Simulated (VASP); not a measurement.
The system is MgCd2SeS2.

```
CELL_PARAMETERS angstrom
4.76885 0.00000 0.00000
0.00000 4.76885 0.00000
0.00000 0.00000 6.41203
ATOMIC_POSITIONS crystal
Mg 0.00000 0.00000 0.50000
Cd 0.50000 0.50000 0.25370
Cd 0.50000 0.50000 0.74630
Se 0.00000 0.00000 0.00000
S 0.00000 0.50000 0.00000
S 0.50000 0.00000 0.00000
```

The cell was generated, and may not be a known phase.

- Program: VASP 6.6.1
- Task: relaxation of cell and atoms
- Functional: PBE
- Potentials or basis: VASP PAW PBE potentials, release 64 (Mg, Cd, Se, S)
- Cutoff: 600 eV
- k mesh: 8 × 8 × 6
- Occupations: gaussian, width 0.1 eV
- Spin: no spin polarisation

At the start: pressure 2.0 GPa; volume 24.30 Å³/atom.

Task: How do energy, volume and symmetry change on relaxing?

Result: Over 12 steps the energy falls by 115.8 meV/atom and the volume is 24.58 Å³/atom (+1.1 %); space group P4/mmm (No. 123, to 0.1 Å) before and after.

Step by step:
```tsv
step	energy change (eV)	largest force (eV/Å)	pressure (GPa)	volume (Å³)
1	0.0000	0.7295	2.01	145.82
2	-0.3605	0.4425	-1.21	152.11
3	-0.4483	0.1585	-2.57	156.08
4	-0.4562	0.0536	-2.84	157.14
5	-0.6341	0.5761	-0.41	148.12
6	-0.6388	0.7421	0.11	146.68
7	-0.6840	0.2787	0.74	144.99
8	-0.6860	0.1411	0.90	144.58
9	-0.6942	0.0701	-0.19	148.00
10	-0.6949	0.0290	0.03	147.27
11	-0.6949	0.0319	0.02	147.33
12	-0.6949	0.0005	-0.02	147.45
```

Final structure:
```
Mg Cd Se S
1.0
     5.16763    0.00000    0.00000
     0.00000    5.16763    0.00000
     0.00000    0.00000    5.52170
Mg Cd Se S
1 2 1 2
Direct
  0.00000 0.00000 0.50000
  0.50000 0.50000 0.25769
  0.50000 0.50000 0.74231
  0.00000 0.00000 0.00000
  0.00000 0.50000 0.00000
  0.50000 0.00000 0.00000
```
